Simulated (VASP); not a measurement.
Here is a VASP 6.6.1 calculation.

The input INCAR:

```
PREC = Accurate
ENCUT = 520
EDIFF = 1E-7
ISMEAR = -1
SIGMA = 0.05
LREAL = False
LASPH = True
NELM = 100
ALGO = Normal
ISIF = 2
LWAVE = False
LCHARG = False
GGA = PS
IVDW = 12
NBANDS = 24
```

KPOINTS

```
regular mesh
0
Gamma
  7 7 7
```

Contents of POSCAR:

```
KMgF3
1.0
    3.9556927213      0.0000000000      0.0000000000
    0.0000000000      3.9556927213      0.0000000000
    0.0000000000      0.0000000000      3.9556927213
K Mg F
1 1 3
Direct
    0.5000000000      0.5000000000      0.5000000000
    0.0000000000      0.0000000000      0.0000000000
    0.0000000000      0.0000000000      0.5000000000
    0.0000000000      0.5000000000      0.0000000000
    0.5000000000      0.0000000000      0.0000000000
```

Potentials or basis: VASP PAW PBE potentials, release 64 (K_sv, Mg, F).

The run is started by

```bash
$ cat potpaw_PBE.64/K_sv/POTCAR potpaw_PBE.64/Mg/POTCAR potpaw_PBE.64/F/POTCAR > POTCAR
$ mpirun -np 1 vasp_std > vasp.out
```

Task: What does it give for the dispersion energy per atom?

Result: -0.154 eV.

Task: What does it give for the pressure?

Result: -0.4 GPa.

Task: What does it give for the band gap on the k mesh?

Result: 7.33 eV (least direct gap 7.62 eV).

Caveat: the PAW data sets were made with another functional, which shifts forces and pressure a little; an odd mesh through Γ misses points on the zone boundary, where band edges can lie.
